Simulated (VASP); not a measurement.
Write the native input for VASP 6.6.1 that does the following.

* Task: single point
* Functional: PBE
* Potentials or basis: VASP PAW PBE potentials, release 64 (Ba_sv, Sn_d, Au_sv_GW)
* Cutoff: 500 eV
* k mesh: 4 × 4 × 4
* Occupations: gaussian, width 0.1 eV
* Spin: no spin polarisation
* Dipole correction: no
* Second run: valence_matched
* Further INCAR settings: ALGO = Normal; EDIFF = 1e-06; NBANDS = 28

The structure of BaSnAu lies in POSCAR:

```
BaSnAu
1.0
    4.0161583347      0.0000000000      0.0000000000
    0.0000000000      4.0161583347      0.0000000000
    0.0000000000      0.0000000000      6.2750102450
Ba Sn Au
1 1 1
Direct
    0.0000000000      0.0000000000      0.0000000000
    0.5000000000      0.5000000000      0.5000000000
    0.0000000000      0.0000000000      0.5000000000
```

These files were run (other wordings do the same):

INCAR

```
SYSTEM = BaSnAu
  PREC = Accurate
  ENCUT = 500
  EDIFF = 1E-6
  ISMEAR = 0
  SIGMA = 0.1
  LREAL = .False.
  LASPH = .True.
  NELM = 120
  ALGO = Normal
  ISIF = 2
  LWAVE = .False.
  LCHARG = .True.
  GGA = PE
  LELF = .True.
  LVHAR = .True.
  NBANDS = 28
  GGA_COMPAT = .False.
```

KPOINTS

```
regular mesh
0
Gamma
  4 4 4
  0 0 0
```

Potentials or basis: VASP PAW PBE potentials, release 64 (Ba_sv, Sn_d, Au_sv_GW).

Command:

```sh
$ cat potpaw_PBE.64/Ba_sv/POTCAR potpaw_PBE.64/Sn_d/POTCAR potpaw_PBE.64/Au_sv_GW/POTCAR > POTCAR
$ mpirun -np 1 vasp_std > vasp.out
```

It gave:

- Pressure: 0.2 GPa

Caveat: the k points lie up to 0.39 Å⁻¹ apart.

Run time: 27 s on 1 thread of Intel(R) Xeon(R) 6975P-C (Granite Rapids) (shared host), peak memory 0.22 GiB.
